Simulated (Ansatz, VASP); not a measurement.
# HfO2: VASP beside Ansatz

```xyz
12
Lattice="5.2872 0.0000 0.0000 0.0000 5.0690 0.0000 0.0000 0.0000 5.0958" Properties=species:S:1:pos:R:3 pbc="T T T"
Hf    0.1743    1.3532    1.2298
Hf    2.4693    1.3532    3.7777
Hf    2.8179    3.7157    1.2298
Hf    5.1129    3.7157    3.7777
O     1.9400    0.3545    1.9379
O     0.7036    0.3545    4.4857
O     3.8737    2.3357    2.5039
O     4.0570    2.3357    5.0517
O     1.4134    2.7332    5.0517
O     1.2301    2.7332    2.5039
O     4.5836    4.7145    1.9379
O     3.3471    4.7145    4.4857
```

Alike in both runs: functional PBE; k mesh 4 × 4 × 4; occupations gaussian, width 0.1 eV; no spin polarisation.

Ansatz relaxed the structure, and its values are those at the end. VASP's run is a single point on that final structure, the one shown.

|  | VASP | Ansatz |
| --- | --- | --- |
| version | VASP 6.6.1 | Ansatz 0.2.0 |
| potentials or method | VASP PAW PBE potentials, release 64 (Hf_pv, O), cutoff 520 eV | scalar-relativistic, plane waves, PAW |
| valence electrons in the cell | 88 | 152 |

|  | VASP | Ansatz | Ansatz less VASP |
| --- | --- | --- | --- |
| gap on the k mesh at the Fermi level (eV) | 4.34 | 4.39 | +0.050 |
| least direct gap on the mesh (eV) | 4.54 | 4.58 | +0.044 |
| pressure (GPa) | -3.1 | 0.1 | +3.25 |
| rms of the force components (eV/Å) | 0.039 | 0.019 | -0.0204 |

VASP's potentials hold 88 valence electrons a cell and Ansatz's 152, so a difference there can come from the potentials and not from the codes.

Spin-orbit coupling is off throughout.
